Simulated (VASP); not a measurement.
# TiO2 (C2/c) in VASP: notebook

The runs below take TiO2 through single point, with PBE.

Program: VASP 6.6.1. These are calculated values, not measurements. Logs are shortened: lines on timing, memory, paths and dates and some standing lists are left out, and cuts for length are marked.

## Step 1: The cell of the first run

It takes space group C2/c (No. 15, monoclinic). Conventional cell: a = 5.412 Å, b = 5.413 Å, c = 5.556 Å, α = 90.00°, β = 118.29°, γ = 90.00°. Within 2.6 Å of Ti (site symmetry 2) lie 6 O at 1.94 to 2.04 Å. O (site symmetry 1) has 3 Ti at 1.94 to 2.04 Å and 2 O at 2.52 Å within 2.6 Å.

## Step 2: Single point, PBE

Input file INCAR:

```
PREC = Accurate ; ENCUT = 520
EDIFF = 1E-6 ; ISMEAR = -1
SIGMA = 0.05 ; LREAL = F
LASPH = T ; NELM = 60
ALGO = Normal ; ISIF = 2
LWAVE = F ; LCHARG = T
GGA = PE ; LELF = T
LVHAR = T ; NBANDS = 33
```

Input file KPOINTS:

```
regular mesh
0
Gamma
  6 6 5
```

Input file POSCAR:

```
TiO2
1.0
    2.7060340000     -2.7066550000      0.0000000000
    2.7060340000      2.7066550000      0.0000000000
   -2.6335310000      0.0000000000      4.8925697400
Ti O
2 4
Direct
    0.8658900000      0.1341100000      0.7500000000
    0.1341100000      0.8658900000      0.2500000000
    0.0887550000      0.3312210000      0.1671490000
    0.9112450000      0.6687790000      0.8328510000
    0.6687790000      0.9112450000      0.3328510000
    0.3312210000      0.0887550000      0.6671490000
```

Potentials or basis: VASP PAW PBE potentials, release 64 (Ti_sv, O).

Run with:

```sh
cat potpaw_PBE.64/Ti_sv/POTCAR potpaw_PBE.64/O/POTCAR > POTCAR
mpirun -np 1 vasp_std > vasp.out
```

OUTCAR:

```text
PREC = Accurate
   ENCUT = 520
   EDIFF = 1E-6
   ISMEAR = -1
   LREAL = F
   LASPH = T
   NELM = 60
   ISIF = 2
   GGA = PE

 ion  position               nearest neighbor table
   1  0.866  0.134  0.750-   4 1.94   6 1.94   6 1.98   4 1.98   3 2.04   5 2.04
   2  0.134  0.866  0.250-   5 1.94   3 1.94   5 1.98   3 1.98   6 2.04   4 2.04
   3  0.089  0.331  0.167-   2 1.94   2 1.98   1 2.04
   4  0.911  0.669  0.833-   1 1.94   1 1.98   2 2.04
   5  0.669  0.911  0.333-   2 1.94   2 1.98   1 2.04
   6  0.331  0.089  0.667-   1 1.94   1 1.98   2 2.04

  LATTYP: Found a base centered monoclinic cell.
 ALAT       =     5.4120680000
 B/A-ratio  =     1.0002294871
 C/A-ratio  =     1.0266543033
 COS(beta)  =    -0.4739701141

  Lattice vectors:

 A1 = (   2.7060340000,  -2.7066550000,   0.0000000000)
 A2 = (   2.7060340000,   2.7066550000,   0.0000000000)
 A3 = (  -2.6335310000,   0.0000000000,   4.8925697400)

Analysis of symmetry for initial positions (statically):
=====================================================================
 Subroutine PRICEL returns:
 Original cell was already a primitive cell.

 Routine SETGRP: Setting up the symmetry group for a
 base centered monoclinic supercell.

 Subroutine GETGRP returns: Found  4 space group operations
 (whereof  2 operations were pure point group operations)
 out of a pool of  4 trial point group operations.

The static configuration has the point symmetry S_2 .
 The point group associated with its full space group is C_2h.

Analysis of symmetry for dynamics (positions and initial velocities):
=====================================================================
 Subroutine PRICEL returns:
 Original cell was already a primitive cell.

 Routine SETGRP: Setting up the symmetry group for a
 base centered monoclinic supercell.

 Subroutine GETGRP returns: Found  4 space group operations
 (whereof  2 operations were pure point group operations)
 out of a pool of  4 trial point group operations.

The dynamic configuration has the point symmetry S_2 .
 The point group associated with its full space group is C_2h.

 Subroutine INISYM returns: Found  4 space group operations
 (whereof  2 operations are pure point group operations),
 and found     1 'primitive' translations

----------------------------------------------------------------------------------------
[... 101 lines left out ...]
   EDIFF  = 0.1E-05   stopping-criterion for ELM
   LREAL  =      F    real-space projection
   EDIFFG = 0.1E-04   stopping-criterion for IOM
   NSW    =      0    number of steps for IOM
   IBRION =     -1    ionic relax: 0-MD 1-quasi-New 2-CG
   NFREE  =      0    steps in history (QN), initial steepest desc. (CG)
   ISIF   =      2    stress and relaxation
   ISYM   =      2    0-nonsym 1-usesym 2-fastsym
   POTIM  = 0.5000    time-step for ionic-motion
   TEBEG  =    0.0;   TEEND  =   0.0 temperature during run
   PSTRESS=    0.0 pullay stress
   NELECT =      48.0000    total number of electrons
   NUPDOWN=      -1.0000    fix difference up-down
   EMIN   =  10.00;   EMAX   =-10.00  energy-range for DOS
   EFERMI =   0.00;   METHOD = LEGACY
   ISMEAR =    -1;   SIGMA  =   0.05  broadening in eV -4-tet -1-fermi 0-gaus
   EFERMI_NEDOS =   21; number of points for ismear=-14 and -15
   IALGO  =     38    algorithm
   IMIX   =      4    mixing-type and parameters
     AMIX     =   0.40;   BMIX     =  1.00
     AMIX_MAG =   1.60;   BMIX_MAG =  1.00
  volume/ion in A,a.u.               =      11.94        80.61
  Fermi-wavevector in a.u.,A,eV,Ry     =   1.432334  2.706718 27.913435  2.051580
  Thomas-Fermi vector in A             =   2.551972
   LORBIT       =      0    0 simple, 1 ext, 2 COOP (PROOUT), +10 PAW based schemes
   GGA     = PE    functional components
   LHFCALC =     F    Hartree Fock is set to
   AEXX    =    0.0000 exact exchange contribution
   IVDW    =     0    specifies the selected vdW correction
   LEPSILON=     F    determine dielectric tensor
   LRPA    =     F    only Hartree local field effects (RPA)
 non-spin polarized calculation
  energy-cutoff  :      520.00
  volume of cell :       71.67
 maximum number of plane-waves:      1945
   NGX = 15   NGY = 15   NGZ = 21

 number of electron      47.9999991 magnetization

 Free energy of the ion-electron system (eV)
  ---------------------------------------------------
  ext. energy  EPLUGINS =         0.00000000
  ---------------------------------------------------
  free energy    TOTEN  =       -53.82234462 eV

  energy without entropy =      -53.82234462  energy(sigma->0) =      -53.82234462

 E-fermi :   4.0033     XC(G=0): -10.4843

 val. band max:        2.9705428967   @ k =   0.5000   0.5000   0.0000
 cond. band min:       4.9890458170   @ k =   0.0000   0.0000   0.0000
 fundamental gap:      2.0185029203
 Fermi energy:         4.0033209298

 k-point     1 :       0.0000    0.0000    0.0000
  band No.  band energies     occupation
      1     -53.6320      2.00000
      2     -53.5874      2.00000
      3     -30.0229      2.00000
      4     -29.8271      2.00000
      5     -29.8264      2.00000
      6     -29.7756      2.00000
[... 853 lines left out ...]
     32       8.6808      0.00000
     33       8.8985      0.00000

 [... further k-points ...]

------------------------ aborting loop because EDIFF is reached ----------------------------------------

  FORCE on cell =-STRESS in cart. coord.  units (eV):
  Direction    XX          YY          ZZ          XY          YZ          ZX
  --------------------------------------------------------------------------------------
  -------------------------------------------------------------------------------------
  Total       -1.6801390     -1.6945816     -3.1472861      0.0000000      0.0000000     -0.1719715
  in kB      -37.5597450    -37.8826104    -70.3580247      0.0000000      0.0000000     -3.8444460
  external PRESSURE =     -48.6001267 kB  Pullay stress =       0.0000000 kB

 VOLUME and BASIS-vectors are now :
 -----------------------------------------------------------------------------
  energy-cutoff  :      520.00
  volume of cell :       71.67
      direct lattice vectors                 reciprocal lattice vectors
     2.706034000 -2.706655000  0.000000000     0.184772253 -0.184729860  0.099457644
     2.706034000  2.706655000  0.000000000     0.184772253  0.184729860  0.099457644
    -2.633531000  0.000000000  4.892569740     0.000000000  0.000000000  0.204391568

 POSITION                                       TOTAL-FORCE (eV/Angst)
 -----------------------------------------------------------------------------------
      0.73089     -1.98068      3.66943         0.000000     -0.067443      0.000000
      2.04765      1.98068      1.22314         0.000000      0.067443      0.000000
      0.69628      0.65627      0.81779         0.004039      0.043222     -0.390431
      2.08226     -0.65627      4.07478        -0.004039     -0.043222      0.390431
      3.39903      0.65627      1.62850        -0.004039      0.043222      0.390431
     -0.62049     -0.65627      3.26407         0.004039     -0.043222     -0.390431
 -----------------------------------------------------------------------------------
    total drift:                               -0.000000      0.000000     -0.000000

  FREE ENERGIE OF THE ION-ELECTRON SYSTEM (eV)
  ---------------------------------------------------
  free  energy   TOTEN  =       -53.8223446180 eV

  energy  without entropy=      -53.8223446178  energy(sigma->0) =      -53.82234462
```

It took 3.8 min on 1 thread of Intel Xeon 8259CL, shared host; peak memory 0.24 GiB.

What came out:

- Free energy: -53.8223 eV
- Pressure: -4.9 GPa
- Largest force: 0.393 eV/Å
- Band gap on the k mesh: 2.02 eV (least direct gap 2.37 eV)

Forces on the atoms (eV/Å):
```
Ti   0.000 -0.067  0.000
Ti   0.000  0.067  0.000
O    0.004  0.043 -0.390
O   -0.004 -0.043  0.390
O   -0.004  0.043  0.390
O    0.004 -0.043 -0.390
```

Stress tensor (GPa, compression positive):
```
-3.76  0.00 -0.38
 0.00 -3.79  0.00
-0.38  0.00 -7.04
```

Levels at points of the mesh, in eV from the valence-band top:
```
           k point  band 20  band 21  band 22  band 23  band 24  band 25  band 26  band 27  band 28  band 29
(0.00, 0.00, 0.00)    -0.88    -0.86    -0.79    -0.44    -0.43     2.02     2.65     3.69     3.70     3.74
(0.50, 0.00, 0.00)    -1.89    -1.83    -0.96    -0.89    -0.67     3.12     3.25     3.26     3.46     3.98
(0.50, 0.50, 0.00)    -2.40    -2.16    -1.88    -0.02     0.00     3.07     3.11     3.38     3.69     4.57
```

Caveat: the cell stands under tension. A k mesh can miss the band edges.

## Step 3: Single point, PBE

This run uses another cell than the first one, of 12.18 Å³/atom.

Input file INCAR:

```
PREC = Accurate
ENCUT = 520
EDIFF = 1E-6
ISMEAR = -1
SIGMA = 0.05
LREAL = F
LASPH = T
NELM = 80
ALGO = Normal
ISIF = 2
LWAVE = F
LCHARG = T
GGA = PE
LELF = T
LVHAR = T
NBANDS = 33
```

Input file KPOINTS:

```
Automatic mesh
0
Gamma
  6 6 5
```

POSCAR: that of step 2 with these lines changed.

```diff
@@ -4,3 +4,3 @@
     2.7060340000      2.7066550000      0.0000000000
-   -2.6335310000      0.0000000000      4.8925697400
+   -2.6335310000      0.0000000000      4.9885024800
 Ti O
```

Potentials or basis: VASP PAW PBE potentials, release 64 (Ti_sv, O).

Run with:

```sh
cat potpaw_PBE.64/Ti_sv/POTCAR potpaw_PBE.64/O/POTCAR > POTCAR
mpirun -np 1 vasp_std > vasp.out
```

Run time: 3.9 min. Hardware: 1 thread of Intel Xeon 8259CL, shared host; peak memory 0.24 GiB.

The run converged. Its results:

| Property | Result |
| --- | --- |
| Free energy | -53.7399 eV |
| Pressure | -8.1 GPa |
| Largest force | 0.607 eV/Å |
| Band gap on the k mesh | 1.99 eV (least direct gap 2.36 eV) |

Forces on the atoms (eV/Å):
```
Ti   0.000 -0.067  0.000
Ti   0.000  0.067  0.000
O    0.008  0.056 -0.604
O   -0.008 -0.056  0.604
O   -0.008  0.056  0.604
O    0.008 -0.056 -0.604
```

Stress tensor (GPa, compression positive):
```
 -6.09   0.00  -0.50
  0.00  -6.11   0.00
 -0.50   0.00 -12.07
```

Levels at points of the mesh, in eV from the valence-band top:
| k point | band 20 | band 21 | band 22 | band 23 | band 24 | band 25 | band 26 | band 27 | band 28 | band 29 |
| --- | --- | --- | --- | --- | --- | --- | --- | --- | --- | --- |
| (0.00, 0.00, 0.00) | -0.97 | -0.96 | -0.85 | -0.44 | -0.43 | 1.99 | 2.56 | 3.60 | 3.61 | 3.65 |
| (0.50, 0.00, 0.00) | -1.85 | -1.82 | -1.05 | -0.88 | -0.71 | 3.06 | 3.15 | 3.19 | 3.33 | 3.88 |
| (0.50, 0.50, 0.00) | -2.38 | -2.16 | -1.91 | -0.02 | 0.00 | 2.95 | 2.98 | 3.26 | 3.55 | 4.49 |

Caveat: the stress differs along the axes, from -12 to -6 GPa.
